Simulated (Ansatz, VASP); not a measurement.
# TaN in VASP and in Ansatz

```
CELL_PARAMETERS angstrom
2.73231 0.00000 0.00000
0.00000 2.73231 0.00000
0.00000 0.00000 2.73231
ATOMIC_POSITIONS crystal
Ta 0.00000 0.00000 0.00000
N 0.50000 0.50000 0.50000
```

Alike in both runs: task single point; functional PBEsol; k mesh 7 × 7 × 7; occupations gaussian, width 0.05 eV; collinear spin; Hubbard terms Ta d U = 4.0 eV.

```csv
,VASP,Ansatz
version,VASP 6.6.1,Ansatz 0.2.0
potentials or method,"VASP PAW PBE potentials, release 64 (Ta_pv, N), cutoff 520 eV","all-electron LAPW, scalar-relativistic"
```

Ansatz gave:

```
gap on the k mesh at the Fermi level (eV)                     : none
pressure (GPa)                                                : 2.9
net moment per atom (μB)                                      : 0.11
size of the moment on the site where the two differ most (μB) : 0.19
```

Task: Estimate VASP's values.

Result: gap on the k mesh at the Fermi level (eV): none; pressure (GPa): 10.8; net moment per atom (μB): 0.11; size of the moment on the site where the two differ most (μB): 0.18.

VASP's potentials were made for PBE, not for PBEsol. Site moments also hang on the region over which each program counts them. The programs project onto different local orbitals, so the same U acts differently, and such runs can settle in different states. A gap of «none» marks a metal or a gap that the smearing closes. Ansatz ran all-electron here, and VASP with PAW potentials.

Neither program's run includes spin-orbit coupling. Noted on Ansatz's run: the k mesh is thin for a metal, which can move the energy by tens of meV per atom; U is the effective U less J, on atomic orbitals that reach past the spheres.
